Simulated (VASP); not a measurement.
# Al2GaN3: single point with PBEsol

Al2GaN3:

```
CELL_PARAMETERS angstrom
4.54537 -2.05306 -0.66653
4.54537 2.05305 -0.66652
-0.50869 0.00000 2.85988
ATOMIC_POSITIONS crystal
Al 0.66735 0.66764 0.67002
Al 0.33363 0.33392 0.33630
Ga 0.00049 0.00078 0.00317
N 0.82823 0.82853 0.33090
N 0.50049 0.50078 0.00316
N 0.17274 0.17304 0.67542
```

```yaml
Program: VASP 6.6.1
Task: single point
Functional: PBEsol
Potentials_or_basis: VASP PAW PBE potentials, release 64 (Al, Ga_d, N)
Cutoff: 520 eV
k_mesh: 6 × 6 × 6
Occupations: fermi-dirac, width 0.05 eV
Spin: no spin polarisation
```

```json
{
 "Pressure": "0.1 GPa",
 "Largest force": "0.021 eV/Å",
 "Band gap on the k mesh": "2.64 eV (least direct gap 2.81 eV)"
}
```

Forces on the atoms (eV/Å):
```
Al   0.001  0.000  0.000
Al  -0.001  0.000  0.000
Ga   0.000  0.000  0.000
N   -0.021  0.000 -0.004
N    0.000  0.000  0.000
N    0.020  0.000  0.004
```

Levels at points of the mesh, in eV from the valence-band top:
| k point | band 13 | band 14 | band 15 | band 16 | band 17 | band 18 | band 19 | band 20 | band 21 | band 22 |
| --- | --- | --- | --- | --- | --- | --- | --- | --- | --- | --- |
| (0.00, 0.00, 0.00) | -2.07 | -1.68 | -0.23 | -0.23 | -0.22 | 3.94 | 5.71 | 5.90 | 9.70 | 10.14 |
| (0.50, 0.00, 0.00) | -1.68 | -1.65 | -1.43 | -0.79 | -0.46 | 5.44 | 6.55 | 6.85 | 8.90 | 9.13 |
| (0.50, 0.50, 0.00) | -2.97 | -2.58 | -1.77 | -0.68 | 0.00 | 2.81 | 5.79 | 7.37 | 7.46 | 9.61 |
| (0.00, 0.00, 0.50) | -3.58 | -2.96 | -2.95 | -2.21 | -1.90 | 2.64 | 5.96 | 6.71 | 7.55 | 8.64 |
| (0.50, 0.00, 0.50) | -4.37 | -2.82 | -2.70 | -0.75 | -0.72 | 5.39 | 6.52 | 7.23 | 8.35 | 9.17 |
| (0.50, 0.50, 0.50) | -3.59 | -2.96 | -2.95 | -2.21 | -1.90 | 2.64 | 5.96 | 6.71 | 7.55 | 8.64 |

It took 2.5 min on 1 thread of Intel Xeon 8259CL, with other jobs on the host, peak memory 0.24 GiB.

Caveat: the PAW data sets were made with another functional, which shifts forces and pressure a little. A k mesh can miss the band edges.
